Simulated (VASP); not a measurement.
Wanted: the native input for a VASP 6.6.1 run.

```yaml
Task: single point
Functional: PBE
Potentials_or_basis: VASP PAW PBE potentials, release 64 (V_sv)
Cutoff: 520 eV
k_mesh: 12 × 12 × 12
Occupations: gaussian, width 0.1 eV
Spin: collinear spin, ferromagnetic start
Starting_moments: "[2.0] μB"
Dipole_correction: no
Further_INCAR_settings: ALGO = Fast; EDIFF = 1e-07; NBANDS = 16
```

The structure of V lies in POSCAR:

```
V
1.0
    2.1815497093      1.2595183119      0.8162677457
   -2.1815497093      1.2595183119      0.8162677457
    0.0000000000     -2.5190366238      0.8162677457
V
1
Direct
    0.0000000000      0.0000000000      0.0000000000
```

One way to write it, as run:

INCAR

```
SYSTEM = V
PREC = Accurate
ENCUT = 520
EDIFF = 1E-7
ISMEAR = 0
SIGMA = 0.1
LREAL = .False.
LASPH = .True.
NELM = 150
ALGO = Fast
ISIF = 2
LWAVE = .False.
LCHARG = .False.
ISPIN = 2
MAGMOM = 2
LORBIT = 11
LMAXMIX = 4
GGA = PE
NBANDS = 16
```

KPOINTS

```
Automatic mesh
0
Gamma
  12 12 12
  0 0 0
```

Potentials or basis: VASP PAW PBE potentials, release 64 (V_sv).

Command:

```sh
$ cat potpaw_PBE.64/V_sv/POTCAR > POTCAR
$ mpirun -np 1 vasp_std > vasp.out
```

It gave:

| Property | Result |
| --- | --- |
| Pressure | 0.5 GPa |
| Net moment | 0.00 μB per cell |
| Valence electrons inside the program's atomic spheres | V 11.67 |

It took 46 s on 1 thread of AMD EPYC 9R45 96-Core Processor (Zen 5), with other jobs on the host, peak memory 0.14 GiB.
